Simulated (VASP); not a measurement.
Here is a VASP 6.6.1 calculation.

POSCAR

```
Ce
1.0
    0.0000000000      2.3155537755      2.3155537755
    2.3155537755      0.0000000000      2.3155537755
    2.3155537755      2.3155537755      0.0000000000
Ce
1
Direct
    0.0000000000      0.0000000000      0.0000000000
```

The input INCAR.step1:

```
SYSTEM = Ce
PREC = Accurate ; ENCUT = 520
ISMEAR = 0 ; SIGMA = 0.05
LREAL = .FALSE. ; LASPH = .TRUE.
NELM = 100 ; NBANDS = 12
GGA = PE ; ALGO = Normal
EDIFF = 1E-4 ; LWAVE = .TRUE.
LCHARG = .FALSE.
```

INCAR.step2

```
SYSTEM = Ce
PREC = Accurate ; ENCUT = 520
EDIFF = 1E-6 ; ISMEAR = 0
SIGMA = 0.05 ; LREAL = .FALSE.
LASPH = .TRUE. ; NELM = 100
ALGO = Normal ; ISIF = 2
LWAVE = .FALSE. ; LCHARG = .FALSE.
METAGGA = R2SCAN ; LMIXTAU = .TRUE.
NBANDS = 12 ; ISTART = 1
```

Contents of KPOINTS:

```
regular mesh
0
G
  16 16 16
  0 0 0
```

Potentials or basis: VASP PAW PBE potentials, release 64 (Ce).

Run with:

```bash
$ cat potpaw_PBE.64/Ce/POTCAR > POTCAR
$ cp INCAR.step1 INCAR
$ mpirun -np 1 vasp_std > vasp.out
$ cp INCAR.step2 INCAR
$ mpirun -np 1 vasp_std > vasp.out
```

Question: Estimate the pressure.

Answer: 0.7 GPa.

Question: What does it give for the band gap on the k mesh?

Answer: Zero (band 6 reaches 10.65 eV, above the bottom of band 7 at 10.26 eV).

Caveat: the PAW data sets were made with another functional, which shifts forces and pressure a little; spin-orbit coupling is left out, which moves the levels of the heavy elements. Spin polarisation is off, so any magnetic state and its effect on volume and gap are missing.
